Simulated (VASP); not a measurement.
# W (Im-3m) in VASP: single point with PBE

Aim: the single point of W with PBE.

Everything below comes from runs of VASP 6.6.1. Logs are shortened: lines on timing, memory, paths and dates and some standing lists are left out, and cuts for length are marked.

## 1. The cell of the first run

It takes space group Im-3m (No. 229, cubic). Conventional cell: a = 3.155 Å, b = 3.155 Å, c = 3.155 Å, α = 90.00°, β = 90.00°, γ = 90.00°. W (site symmetry m-3m) has 14 W at 2.73 to 3.16 Å within 3.6 Å.

## 2. Single point, PBE

The input, INCAR:

```
PREC     = Accurate       # precision mode
ENCUT    = 520            # plane-wave cutoff, eV
EDIFF    = 1E-6           # SCF threshold, eV
ISMEAR   = -1             # smearing method
SIGMA    = 0.08           # smearing width, eV
LREAL    = False          # projectors in reciprocal space
LASPH    = True           # aspherical terms in the spheres
NELM     = 80             # most SCF steps
ALGO     = Normal         # electronic algorithm
ISIF     = 2              # what is computed and relaxed
LWAVE    = False          # write WAVECAR
LCHARG   = True           # write CHGCAR
GGA      = PE             # functional
LELF     = True           # ELF
LVHAR    = True         
NBANDS   = 13             # bands
```

The input, KPOINTS:

```
regular mesh
0
Gamma
  17 17 17
```

The input, POSCAR:

```
W
1.0
   -1.5775351810      1.5775351810      1.5775351810
    1.5775351810     -1.5775351810      1.5775351810
    1.5775351810      1.5775351810     -1.5775351810
W
1
Direct
    0.0000000000      0.0000000000      0.0000000000
```

Potentials or basis: VASP PAW PBE potentials, release 64 (W_sv).

Started as:

```console
$ cat potpaw_PBE.64/W_sv/POTCAR > POTCAR
$ mpirun -np 1 vasp_std > vasp.out
```

OUTCAR:

```text
PREC = Accurate
   ENCUT = 520
   EDIFF = 1E-6
   ISMEAR = -1
   LREAL = False
   LASPH = True
   NELM = 80
   ISIF = 2
   GGA = PE

 ion  position               nearest neighbor table
   1  0.000  0.000  0.000-

  LATTYP: Found a body centered cubic cell.
 ALAT       =     3.1550703620

  Lattice vectors:

 A1 = (  -1.5775351810,   1.5775351810,   1.5775351810)
 A2 = (   1.5775351810,  -1.5775351810,   1.5775351810)
 A3 = (   1.5775351810,   1.5775351810,  -1.5775351810)

Analysis of symmetry for initial positions (statically):
=====================================================================
 Subroutine PRICEL returns:
 Original cell was already a primitive cell.

 Routine SETGRP: Setting up the symmetry group for a
 body centered cubic supercell.

 Subroutine GETGRP returns: Found 48 space group operations
 (whereof 48 operations were pure point group operations)
 out of a pool of 48 trial point group operations.

The static configuration has the point symmetry O_h .

Analysis of symmetry for dynamics (positions and initial velocities):
=====================================================================
 Subroutine PRICEL returns:
 Original cell was already a primitive cell.

 Routine SETGRP: Setting up the symmetry group for a
 body centered cubic supercell.

 Subroutine GETGRP returns: Found 48 space group operations
 (whereof 48 operations were pure point group operations)
 out of a pool of 48 trial point group operations.

The dynamic configuration has the point symmetry O_h .

 Subroutine INISYM returns: Found 48 space group operations
 (whereof 48 operations are pure point group operations),
 and found     1 'primitive' translations

----------------------------------------------------------------------------------------

                                     Primitive cell

  volume of cell :      15.7035

  direct lattice vectors                    reciprocal lattice vectors
    -1.577535181  1.577535181  1.577535181     0.000000000  0.316950142  0.316950142
     1.577535181 -1.577535181  1.577535181     0.316950142  0.000000000  0.316950142
     1.577535181  1.577535181 -1.577535181     0.316950142  0.316950142  0.000000000

  length of vectors
     2.732371084  2.732371084  2.732371084     0.448235190  0.448235190  0.448235190

[... 82 lines left out ...]
   IBRION =     -1    ionic relax: 0-MD 1-quasi-New 2-CG
   NFREE  =      0    steps in history (QN), initial steepest desc. (CG)
   ISIF   =      2    stress and relaxation
   ISYM   =      2    0-nonsym 1-usesym 2-fastsym
   POTIM  = 0.5000    time-step for ionic-motion
   TEBEG  =    0.0;   TEEND  =   0.0 temperature during run
   PSTRESS=    0.0 pullay stress
   NELECT =      14.0000    total number of electrons
   NUPDOWN=      -1.0000    fix difference up-down
   EMIN   =  10.00;   EMAX   =-10.00  energy-range for DOS
   EFERMI =   0.00;   METHOD = LEGACY
   ISMEAR =    -1;   SIGMA  =   0.08  broadening in eV -4-tet -1-fermi 0-gaus
   EFERMI_NEDOS =   21; number of points for ismear=-14 and -15
   IALGO  =     38    algorithm
   IMIX   =      4    mixing-type and parameters
     AMIX     =   0.40;   BMIX     =  1.00
     AMIX_MAG =   1.60;   BMIX_MAG =  1.00
  volume/ion in A,a.u.               =      15.70       105.97
  Fermi-wavevector in a.u.,A,eV,Ry     =   1.575621  2.977492 33.777577  2.482582
  Thomas-Fermi vector in A             =   2.676577
   LORBIT       =      0    0 simple, 1 ext, 2 COOP (PROOUT), +10 PAW based schemes
   GGA     = PE    functional components
   LHFCALC =     F    Hartree Fock is set to
   AEXX    =    0.0000 exact exchange contribution
   IVDW    =     0    specifies the selected vdW correction
   LEPSILON=     F    determine dielectric tensor
   LRPA    =     F    only Hartree local field effects (RPA)
 non-spin polarized calculation
  energy-cutoff  :      520.00
  volume of cell :       15.70
 maximum number of plane-waves:       435
   NGX = 11   NGY = 11   NGZ = 11

 number of electron      14.0000005 magnetization

 Free energy of the ion-electron system (eV)
  ---------------------------------------------------
  ext. energy  EPLUGINS =         0.00000000
  ---------------------------------------------------
  free energy    TOTEN  =       -12.94610035 eV

  energy without entropy =      -12.93531109  energy(sigma->0) =      -12.94070572

 E-fermi :  11.6153     XC(G=0): -13.6944

 val. band max:       11.5803965058   @ k =  -0.1765   0.1765   0.1176
 cond. band min:      11.6257032142   @ k =   0.4118   0.0588   0.0588
 fundamental gap:      0.0453067084
 Fermi energy:        11.6153422640

 k-point     1 :       0.0000    0.0000    0.0000
  band No.  band energies     occupation
      1     -62.5918      2.00000
      2     -26.1395      2.00000
      3     -26.1395      2.00000
      4     -26.1395      2.00000
      5       1.8909      2.00000
      6      10.3344      2.00000
      7      10.3344      2.00000
      8      10.3344      2.00000
      9      13.8641      0.00000
     10      13.8641      0.00000
     11      26.1187      0.00000
     12      26.1187      0.00000
     13      26.1187      0.00000
[... 354 lines left out ...]
  band No.  band energies     occupation
      1     -62.4971      2.00000
      2     -26.9971      2.00000
      3     -26.4257      2.00000
      4     -26.2284      2.00000
      5       5.3424      2.00000
      6       8.8043      2.00000
      7       9.0697      2.00000
      8      12.8413      0.00000
      9      14.5598      0.00000
     10      14.8375      0.00000
     11      26.0803      0.00000
     12      28.0474      0.00000
     13      30.4435      0.00000

 [... further k-points ...]

------------------------ aborting loop because EDIFF is reached ----------------------------------------

  FORCE on cell =-STRESS in cart. coord.  units (eV):
  Direction    XX          YY          ZZ          XY          YZ          ZX
  --------------------------------------------------------------------------------------
  -------------------------------------------------------------------------------------
  Total        0.9142224      0.9142224      0.9142224      0.0000000      0.0000000     -0.0000000
  in kB       93.2750100     93.2750100     93.2750100      0.0000000      0.0000000     -0.0000000
  external PRESSURE =      93.2750100 kB  Pullay stress =       0.0000000 kB

 VOLUME and BASIS-vectors are now :
 -----------------------------------------------------------------------------
  energy-cutoff  :      520.00
  volume of cell :       15.70
      direct lattice vectors                 reciprocal lattice vectors
    -1.577535181  1.577535181  1.577535181     0.000000000  0.316950142  0.316950142
     1.577535181 -1.577535181  1.577535181     0.316950142  0.000000000  0.316950142
     1.577535181  1.577535181 -1.577535181     0.316950142  0.316950142  0.000000000

 POSITION                                       TOTAL-FORCE (eV/Angst)
 -----------------------------------------------------------------------------------
      0.00000      0.00000      0.00000         0.000000      0.000000     -0.000000
 -----------------------------------------------------------------------------------
    total drift:                                0.000000      0.000000      0.000000

  FREE ENERGIE OF THE ION-ELECTRON SYSTEM (eV)
  ---------------------------------------------------
  free  energy   TOTEN  =       -12.9461003491 eV

  energy  without entropy=      -12.9353110921  energy(sigma->0) =      -12.94070572
```

OSZICAR:

```text
N       E                     dE             d eps       ncg     rms          rms(c)
DAV:   1     0.855684336076E+02    0.85568E+02   -0.74896E+03  4303   0.123E+03
DAV:   2    -0.118980718165E+02   -0.97467E+02   -0.93662E+02  4775   0.319E+02
DAV:   3    -0.135500306278E+02   -0.16520E+01   -0.16470E+01  4750   0.403E+01
DAV:   4    -0.135565127194E+02   -0.64821E-02   -0.64820E-02  4690   0.280E+00
DAV:   5    -0.135565662777E+02   -0.53558E-04   -0.53557E-04  4870   0.238E-01    0.213E+01
DAV:   6    -0.130772864040E+02    0.47928E+00   -0.39440E-01  4460   0.848E+00    0.863E+00
DAV:   7    -0.129501383965E+02    0.12715E+00   -0.21062E-01  4750   0.589E+00    0.612E-01
DAV:   8    -0.129461021515E+02    0.40362E-02   -0.42846E-03  4370   0.854E-01    0.654E-02
DAV:   9    -0.129461070195E+02   -0.48680E-05   -0.72812E-05  4890   0.106E-01    0.475E-02
DAV:  10    -0.129460998068E+02    0.72127E-05   -0.13343E-05  4650   0.515E-02    0.507E-03
DAV:  11    -0.129461003491E+02   -0.54230E-06   -0.22933E-07  3010   0.584E-03
   1 F= -.12946100E+02 E0= -.12940706E+02  d E =-.107893E-01
```

stdout:

```text
POSCAR found type information on POSCAR W
 POSCAR found :  1 types and       1 ions
 scaLAPACK will be used
 LDA part: xc-table for (Slater+PW92), standard interpolation
 POSCAR, INCAR and KPOINTS ok, starting setup
 FFT: planning ... GRIDC
 FFT: planning ... GRID_SOFT
 FFT: planning ... GRID
 WAVECAR not read
 entering main loop
```

Run time: 9.2 s. Hardware: 1 thread of Intel Xeon 6975P-C (Granite Rapids), shared host; peak memory 0.14 GiB.

Results:

* Free energy: -12.9461 eV
* Pressure: 9.3 GPa
* Band gap on the k mesh: zero (bands 7 and 8 overlap by 6.06 eV)

Levels at points of the mesh, in eV from the Fermi level:
```tsv
k point	band 5	band 6	band 7	band 8	band 9	band 10
(0.00, 0.00, 0.00)	-9.72	-1.28	-1.28	-1.28	2.25	2.25
```

Caveat: the cell stands under pressure; spin-orbit coupling is left out, which moves the levels of the heavy elements.
